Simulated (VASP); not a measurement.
Here is a VASP 6.6.1 calculation.

File INCAR:

```
ALGO = Normal
EDIFF = 1E-6
ENCUT = 500
GGA = PE
GGA_COMPAT = F
ISIF = 2
ISMEAR = 0
IVDW = 12
LASPH = T
LCHARG = F
LREAL = F
LWAVE = F
NBANDS = 11
NELM = 120
PREC = Accurate
SIGMA = 0.02
```

The input KPOINTS:

```
k-points
0
Gamma
  8 8 8
```

Contents of POSCAR:

```
NaH
1.0
    0.0000000000      2.3587021286      2.3587021286
    2.3587021286      0.0000000000      2.3587021286
    2.3587021286      2.3587021286      0.0000000000
Na H
1 1
Direct
    0.0000000000      0.0000000000      0.0000000000
    0.5000000000      0.5000000000      0.5000000000
```

Potentials or basis: VASP PAW PBE potentials, release 64 (Na_pv, H).

Run with:

```console
$ cat potpaw_PBE.64/Na_pv/POTCAR potpaw_PBE.64/H/POTCAR > POTCAR
$ mpirun -np 1 vasp_std > vasp.out
```

(1) Estimate the dispersion energy per atom.

(2) What does it give for the band gap on the k mesh?

## Answers

(1) -0.154 eV.

(2) 3.88 eV, indirect (least direct gap 4.77 eV).
